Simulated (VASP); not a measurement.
# C in VASP: density of states with PBEsol

Aim: the density of states of C with PBEsol.

All numbers are computed with VASP 6.6.1; they aren't measurements. Logs are shortened: lines on timing, memory, paths and dates and some standing lists are left out, and cuts for length are marked.

### Step 1. The cell of the first run

The cell holds a slab with vacuum, 6 atoms: a = 2.513 Å, b = 2.513 Å, c = 20.442 Å, α = 90.00°, β = 90.00°, γ = 90.00°.

### Step 2. Density of states, PBEsol

POSCAR

```
C
1.0
    2.5129241670      0.0000000000      0.0000000000
    0.0000000000      2.5129241670      0.0000000000
    0.0000000000      0.0000000000     20.4423000000
C
6
Direct
    0.7500000000      0.0000000000      0.3913462698
    0.2500000000      0.0000000000      0.4348077619
    0.2500000000      0.5000000000      0.4782692540
    0.7500000000      0.5000000000      0.5217307460
    0.7500000000      0.0000000000      0.5651922381
    0.2500000000      0.0000000000      0.6086537302
```

INCAR.step1

```
  ALGO = Normal
  DIPOL = 0.5 0.5 0.500
  EDIFF = 1E-6
  ENCUT = 520
  GGA = PS
  IDIPOL = 3
  ISIF = 2
  ISMEAR = -1
  LASPH = True
  LCHARG = True
  LDIPOL = True
  LREAL = False
  LWAVE = False
  NBANDS = 21
  NELM = 60
  PREC = Accurate
  SIGMA = 0.02
```

KPOINTS.step1

```
k-points
0
Gamma
  12 12 1
```

INCAR.step2

```
  ALGO = Normal
  DIPOL = 0.5 0.5 0.500
  EDIFF = 1E-6
  ENCUT = 520
  GGA = PS
  ICHARG = 11
  IDIPOL = 3
  ISIF = 2
  ISMEAR = -5
  LASPH = True
  LCHARG = False
  LDIPOL = True
  LORBIT = 11
  LREAL = False
  LWAVE = False
  NBANDS = 21
  NEDOS = 1001
  NELM = 60
  PREC = Accurate
  SIGMA = 0.02
```

KPOINTS.step2

```
k-points
0
Gamma
  18 18 1
```

Potentials or basis: VASP PAW PBE potentials, release 64 (C).

On the command line:

```
cat potpaw_PBE.64/C/POTCAR > POTCAR
cp INCAR.step1 INCAR
cp KPOINTS.step1 KPOINTS
mpirun -np 1 vasp_std > vasp.out
cp INCAR.step2 INCAR
cp KPOINTS.step2 KPOINTS
mpirun -np 1 vasp_std > vasp.out
```

OUTCAR:

```text
EDIFF = 1E-6
   ENCUT = 520
   GGA = PS
   ICHARG = 11
   ISIF = 2
   ISMEAR = -5
   LASPH = True
   LORBIT = 11
   LREAL = False
   NELM = 60
   PREC = Accurate

 ion  position               nearest neighbor table
   1  0.750  0.000  0.391-   2 1.54   2 1.54
   2  0.250  0.000  0.435-   1 1.54   1 1.54   3 1.54   3 1.54
   3  0.250  0.500  0.478-   4 1.54   4 1.54   2 1.54   2 1.54
   4  0.750  0.500  0.522-   3 1.54   3 1.54   5 1.54   5 1.54
   5  0.750  0.000  0.565-   6 1.54   6 1.54   4 1.54   4 1.54
   6  0.250  0.000  0.609-   5 1.54   5 1.54

  LATTYP: Found a simple tetragonal cell.
 ALAT       =     2.5129241670
 C/A-ratio  =     8.1348654561

  Lattice vectors:

 A1 = (   2.5129241670,   0.0000000000,   0.0000000000)
 A2 = (   0.0000000000,   2.5129241670,   0.0000000000)
 A3 = (   0.0000000000,   0.0000000000,  20.4423000000)

Analysis of symmetry for initial positions (statically):
=====================================================================
 Subroutine PRICEL returns:
 Original cell was already a primitive cell.

 Routine SETGRP: Setting up the symmetry group for a
 simple tetragonal supercell.

 Subroutine GETGRP returns: Found  8 space group operations
 (whereof  4 operations were pure point group operations)
 out of a pool of 16 trial point group operations.

The static configuration has the point symmetry C_2h.
 The point group associated with its full space group is D_2h.

Analysis of symmetry for dynamics (positions and initial velocities):
=====================================================================
 Subroutine PRICEL returns:
 Original cell was already a primitive cell.

 Routine SETGRP: Setting up the symmetry group for a
 simple tetragonal supercell.

 Subroutine GETGRP returns: Found  8 space group operations
 (whereof  4 operations were pure point group operations)
 out of a pool of 16 trial point group operations.

The dynamic configuration has the point symmetry C_2h.
 The point group associated with its full space group is D_2h.

 Subroutine INISYM returns: Found  8 space group operations
 (whereof  4 operations are pure point group operations),
 and found     1 'primitive' translations

----------------------------------------------------------------------------------------

                                     Primitive cell

  volume of cell :     129.0888

  direct lattice vectors                    reciprocal lattice vectors
     2.512924167  0.000000000  0.000000000     0.397942768  0.000000000  0.000000000
     0.000000000  2.512924167  0.000000000     0.000000000  0.397942768  0.000000000
     0.000000000  0.000000000 20.442300000     0.000000000  0.000000000  0.048918175

  length of vectors
     2.512924167  2.512924167 20.442300000     0.397942768  0.397942768  0.048918175

  position of ions in fractional coordinates (direct lattice)
     0.750000000  0.000000000  0.391346270
     0.250000000  0.000000000  0.434807762
     0.250000000  0.500000000  0.478269254
     0.750000000  0.500000000  0.521730746
     0.750000000  0.000000000  0.565192238
     0.250000000  0.000000000  0.608653730

  ion indices of the primitive-cell ions
   primitive index   ion index
                 1           1
                 2           2
                 3           3
                 4           4
                 5           5
                 6           6

----------------------------------------------------------------------------------------

 KPOINTS: k-points

Automatic generation of k-mesh.
 Grid dimensions read from file:
 generate k-points for:   18   18    1

 Generating k-lattice:

  Cartesian coordinates                     Fractional coordinates (reciprocal lattice)
     0.022107932  0.000000000  0.000000000     0.055555556  0.000000000  0.000000000
     0.000000000  0.022107932  0.000000000     0.000000000  0.055555556  0.000000000
     0.000000000  0.000000000  0.048918175     0.000000000  0.000000000  1.000000000

  Length of vectors
     0.022107932  0.022107932  0.048918175

  Shift w.r.t. Gamma in fractional coordinates (k-lattice)
     0.000000000  0.000000000  0.000000000

 TETIRR: Found    972 inequivalent tetrahedra from     1944

 Subroutine IBZKPT returns following result:
 ===========================================

 Found    100 irreducible k-points:

 Following reciprocal coordinates:
            Coordinates               Weight
  0.000000  0.000000  0.000000      1.000000
  0.055556  0.000000  0.000000      2.000000
  0.000000  0.055556  0.000000      2.000000
  0.111111  0.000000  0.000000      2.000000
  0.000000  0.111111  0.000000      2.000000
  0.166667  0.000000  0.000000      2.000000
[... 16 lines left out ...]
  0.166667  0.055556  0.000000      4.000000
 -0.055556  0.166667  0.000000      4.000000
 [... further k-points ...]
   k-points           NKPTS =    100   k-points in BZ     NKDIM =    100   number of bands    NBANDS=     21
   number of dos      NEDOS =   1001   number of ions     NIONS =      6
   total plane-waves  NPLWV =  64000
   dimension x,y,z NGX =    20 NGY =   20 NGZ =  160
   dimension x,y,z NGXF=    40 NGYF=   40 NGZF=  320
   ions per type =               6
   NGX,Y,Z   is equivalent  to a cutoff of  13.23, 13.23, 13.01 a.u.
   NGXF,Y,Z  is equivalent  to a cutoff of  26.46, 26.46, 26.02 a.u.
 SYSTEM =  unknown system
   PREC   = accura    normal or accurate (medium, high low for compatibility)
   ISTART =      0    job   : 0-new  1-cont  2-samecut
   ICHARG =     11    charge: 1-file 2-atom 10-const
   ISPIN  =      1    spin polarized calculation?
   LNONCOLLINEAR =      F non collinear calculations
   LSORBIT =      F    spin-orbit coupling
   LASPH  =      T    aspherical Exc in radial PAW
   ENCUT  =  520.0 eV  38.22 Ry    6.18 a.u.   4.67  4.67 38.01*2*pi/ulx,y,z
   NELM   =     60;   NELMIN=  2; NELMDL=  0     # of ELM steps
   EDIFF  = 0.1E-05   stopping-criterion for ELM
   LREAL  =      F    real-space projection
   EDIFFG = 0.1E-04   stopping-criterion for IOM
   NSW    =      0    number of steps for IOM
   IBRION =     -1    ionic relax: 0-MD 1-quasi-New 2-CG
   NFREE  =      0    steps in history (QN), initial steepest desc. (CG)
   ISIF   =      2    stress and relaxation
   ISYM   =      2    0-nonsym 1-usesym 2-fastsym
   POTIM  = 0.5000    time-step for ionic-motion
   TEBEG  =    0.0;   TEEND  =   0.0 temperature during run
   PSTRESS=    0.0 pullay stress
   NELECT =      24.0000    total number of electrons
   NUPDOWN=      -1.0000    fix difference up-down
   EMIN   =  10.00;   EMAX   =-10.00  energy-range for DOS
   EFERMI =   0.00;   METHOD = LEGACY
   ISMEAR =    -5;   SIGMA  =   0.02  broadening in eV -4-tet -1-fermi 0-gaus
   EFERMI_NEDOS =   21; number of points for ismear=-14 and -15
   IALGO  =     38    algorithm
   IMIX   =      4    mixing-type and parameters
     AMIX     =   0.40;   BMIX     =  1.00
     AMIX_MAG =   1.60;   BMIX_MAG =  1.00
  volume/ion in A,a.u.               =      21.51       145.19
  Fermi-wavevector in a.u.,A,eV,Ry     =   0.934363  1.765690 11.878357  0.873035
  Thomas-Fermi vector in A             =   2.061160
   LORBIT       =     11    0 simple, 1 ext, 2 COOP (PROOUT), +10 PAW based schemes
   GGA     = PS    functional components
   LHFCALC =     F    Hartree Fock is set to
   AEXX    =    0.0000 exact exchange contribution
   IVDW    =     0    specifies the selected vdW correction
   LEPSILON=     F    determine dielectric tensor
   LRPA    =     F    only Hartree local field effects (RPA)
 non-spin polarized calculation
 Fermi weights with tetrahedron method with Bloechl corrections
  energy-cutoff  :      520.00
  volume of cell :      129.09
 maximum number of plane-waves:      3539

 number of electron      24.0000002 magnetization

 dipolmoment           0.000000      0.000000     -0.000000 electrons x Angstroem

 Free energy of the ion-electron system (eV)
  ---------------------------------------------------
  ext. energy  EPLUGINS =         0.00000000
  ---------------------------------------------------
  free energy    TOTEN  =       -50.53001684 eV

  energy without entropy =      -50.53001684  energy(sigma->0) =      -50.53001684

 E-fermi :  -2.9975     XC(G=0):  -4.6065

 val. band max:       -2.9914468320   @ k =   0.1667   0.0000   0.0000
 cond. band min:      -2.9564709050   @ k =  -0.0556   0.5000   0.0000
 fundamental gap:      0.0349759270
 Fermi energy:        -2.9974672210

 k-point     1 :       0.0000    0.0000    0.0000
  band No.  band energies     occupation
      1     -23.6062      2.00000
      2     -20.8449      2.00000
      3     -16.9678      2.00000
      4     -12.3910      2.00000
      5      -8.4630      2.00000
      6      -8.4000      2.00000
[... 13 lines left out ...]
     20       4.7317      0.00000
     21       5.2116      0.00000

 k-point     2 :       0.0556    0.0000    0.0000
  band No.  band energies     occupation
      1     -23.5494      2.00000
      2     -20.7907      2.00000
      3     -16.9143      2.00000
      4     -12.3842      2.00000
      5      -8.7599      2.00000
      6      -8.3560      2.00000
[... 13 lines left out ...]
     20       4.6825      0.00000
     21       5.3277      0.00000

 k-point     3 :       0.0000    0.0556    0.0000
  band No.  band energies     occupation
      1     -23.5495      2.00000
      2     -20.7914      2.00000
      3     -16.9303      2.00000
      4     -12.3608      2.00000
      5      -8.8194      2.00000
      6      -8.4188      2.00000
[... 13 lines left out ...]
     20       4.7638      0.00000
     21       5.2801      0.00000

 k-point     4 :       0.1111    0.0000    0.0000
  band No.  band energies     occupation
      1     -23.3791      2.00000
      2     -20.6285      2.00000
      3     -16.7539      2.00000
      4     -12.4025      2.00000
      5      -9.4702      2.00000
      6      -8.2253      2.00000
[... 13 lines left out ...]
     20       4.9547      0.00000
     21       5.6075      0.00000

 k-point     5 :       0.0000    0.1111    0.0000
  band No.  band energies     occupation
      1     -23.3795      2.00000
      2     -20.6314      2.00000
      3     -16.8229      2.00000
      4     -12.2778      2.00000
      5      -9.7222      2.00000
      6      -8.2876      2.00000
[... 13 lines left out ...]
     20       4.8589      0.00000
     21       5.4821      0.00000
[... 382 lines left out ...]
     20       5.0550      0.00000
     21       5.6686      0.00000

 k-point    22 :      -0.0556    0.1111    0.0000
  band No.  band energies     occupation
      1     -23.3227      2.00000
      2     -20.5773      2.00000
      3     -16.7699      2.00000
      4     -12.2703      2.00000
      5      -9.6776      2.00000
      6      -8.5833      2.00000
[... 13 lines left out ...]
     20       4.8853      0.00000
     21       5.5888      0.00000

 k-point    23 :       0.1667    0.0556    0.0000
  band No.  band energies     occupation
      1     -23.0397      2.00000
      2     -20.3075      2.00000
      3     -16.4506      2.00000
      4     -12.5746      2.00000
      5     -10.1418      2.00000
      6      -9.0977      2.00000
[... 13 lines left out ...]
     20       6.0744      0.00000
     21       6.2663      0.00000

 k-point    24 :      -0.0556    0.1667    0.0000
  band No.  band energies     occupation
      1     -23.0403      2.00000
      2     -20.3132      2.00000
      3     -16.6129      2.00000
      4     -12.1629      2.00000
      5     -10.7779      2.00000
      6      -8.3781      2.00000
[... 13 lines left out ...]
     20       5.2029      0.00000
     21       5.9066      0.00000

 [... further k-points ...]

------------------------ aborting loop because EDIFF is reached ----------------------------------------

 vacuum level on the upper side and lower side of the slab       (xc-potential included)        -0.076        -0.076

  FORCE on cell =-STRESS in cart. coord.  units (eV):
  Direction    XX          YY          ZZ          XY          YZ          ZX
  --------------------------------------------------------------------------------------
  -------------------------------------------------------------------------------------
  Total       -1.7622367     -7.7362401     -3.9986812      0.0000000      0.0000000     -0.0000000
  in kB      -21.8718893    -96.0178543    -49.6293787      0.0000000      0.0000000     -0.0000000
  external PRESSURE =     -55.8397074 kB  Pullay stress =       0.0000000 kB

 VOLUME and BASIS-vectors are now :
 -----------------------------------------------------------------------------
  energy-cutoff  :      520.00
  volume of cell :      129.09
      direct lattice vectors                 reciprocal lattice vectors
     2.512924167  0.000000000  0.000000000     0.397942768  0.000000000  0.000000000
     0.000000000  2.512924167  0.000000000     0.000000000  0.397942768  0.000000000
     0.000000000  0.000000000 20.442300000     0.000000000  0.000000000  0.048918175

 POSITION                                       TOTAL-FORCE (eV/Angst)
 -----------------------------------------------------------------------------------
      1.88469      0.00000      8.00002         0.000000      0.000000      2.272360
      0.62823      0.00000      8.88847         0.000000      0.000000     -2.479039
      0.62823      1.25646      9.77692         0.000000     -0.000000      0.491621
      1.88469      1.25646     10.66538        -0.000000      0.000000     -0.491621
      1.88469      0.00000     11.55383         0.000000      0.000000      2.479039
      0.62823      0.00000     12.44228        -0.000000      0.000000     -2.272360
 -----------------------------------------------------------------------------------
    total drift:                                0.000000     -0.000000      0.000000

  FREE ENERGIE OF THE ION-ELECTRON SYSTEM (eV)
  ---------------------------------------------------
  free  energy   TOTEN  =       -50.5300168380 eV

  energy  without entropy=      -50.5300168380  energy(sigma->0) =      -50.53001684

 vacuum level on the upper side and lower side of the slab         4.439         4.439

 total charge

# of ion       s       p       d       tot
------------------------------------------
    1        0.873   1.378   0.000   2.251
    2        0.829   1.721   0.000   2.551
    3        0.834   1.723   0.000   2.558
    4        0.834   1.723   0.000   2.558
    5        0.829   1.721   0.000   2.551
    6        0.873   1.378   0.000   2.251
--------------------------------------------------
tot          5.073   9.647   0.000  14.720
```

It took 6.3 min on 1 thread of Intel Xeon 6975P-C, shared host; peak memory 0.35 GiB.

What came out:

| Quantity | Value |
| --- | --- |
| Valence electrons inside the program's atomic spheres | C 2.25, 2.55, 2.56 |

Caveat: the PAW data sets were made with another functional, which shifts forces and pressure a little; tetrahedron occupations give inexact forces and stress in metals.
